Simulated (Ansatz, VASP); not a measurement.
## One calculation of TiO2, two programs

File INCAR:

```
SYSTEM = TiO2
ALGO = Normal
EDIFF = 1E-6
ENCUT = 520
ISIF = 2
ISMEAR = -1
LASPH = .True.
LCHARG = .True.
LELF = .True.
LREAL = .False.
LVHAR = .True.
LWAVE = .False.
NBANDS = 33
NELM = 60
PREC = Accurate
SIGMA = 0.08
```

KPOINTS

```
k-points
0
Gamma
  13 13 13
  0 0 0
```

The input POSCAR:

```
TiO2
1.0
   -1.8861705213      1.8861705213      4.7410901822
    1.8861705213     -1.8861705213      4.7410901822
    1.8861705213      1.8861705213     -4.7410901822
Ti O
2 4
Direct
    0.0000000000      0.0000000000      0.0000000000
    0.7500000000      0.2500000000      0.5000000000
    0.2066000000      0.2066000000      0.0000000000
    0.9566000000      0.4566000000      0.5000000000
    0.5434000000      0.0434000000      0.5000000000
    0.7934000000      0.7934000000      0.0000000000
```

Input for Ansatz:

```yaml
crystal:
  lattice:
    - [-1.8861705213, 1.8861705213, 4.7410901822]
    - [1.8861705213, -1.8861705213, 4.7410901822]
    - [1.8861705213, 1.8861705213, -4.7410901822]
  atoms:
    - { symbol: Ti, position: [0.0, 0.0, 0.0] }
    - { symbol: Ti, position: [0.75, 0.25, 0.5] }
    - { symbol: O, position: [0.2066, 0.2066, 0.0] }
    - { symbol: O, position: [0.9566, 0.4566, 0.5] }
    - { symbol: O, position: [0.5434, 0.0434, 0.5] }
    - { symbol: O, position: [0.7934, 0.7934, 0.0] }
kpoints:
  mp_grid: { grid: [13, 13, 13] }
  band_path:
    path:
      - [0.0, 0.0, 0.0]
      - [0.0, 0.0, 0.5]
      - [0.25, 0.25, 0.25]
      - [0.0, 0.5, 0.0]
      - [0.0, 0.0, 0.0]
      - [0.5, 0.5, -0.5]
      - [0.289568126, 0.710431874, -0.289568126]
      - [-0.289568126, 0.289568126, 0.289568126]
      - [0.0, 0.0, 0.0]
    npoints: 5
scf:
  occupations: { method: fermi_dirac, width: 0.08 }
hamiltonian:
  xc: lda
  pseudopotentials: { kind: all_electron, lapw: { basis_error: 0.001 } }
output:
  forces: true
  stress: true
  eigenvalues: true
```

Change from the starting cell: volume scaled by 0.99.

Alike in both runs: task single point; functional LDA; k mesh 13 × 13 × 13; occupations fermi-dirac, width 0.08 eV; no spin polarisation.

|  | VASP | Ansatz |
| --- | --- | --- |
| version | VASP 6.6.1 | Ansatz 0.2.0 |
| potentials or method | VASP PAW LDA potentials, release 64 (Ti_sv, O), cutoff 520 eV | all-electron LAPW, scalar-relativistic |

```tsv
	VASP	Ansatz	Ansatz less VASP
pressure (GPa)	-2.6	-3.6	-1.00
traceless stress, the component that is largest in VASP (GPa)	2.57	2.47	-0.099
rms of the force components (eV/Å)	0.098	0.083	-0.0151
```

LDA's correlation is that of Perdew and Zunger in VASP and of Perdew and Wang (1992) in Ansatz. Atom by atom the forces differ by 0.015 eV/Å (rms over components). Ansatz ran all-electron here, and VASP with PAW potentials.
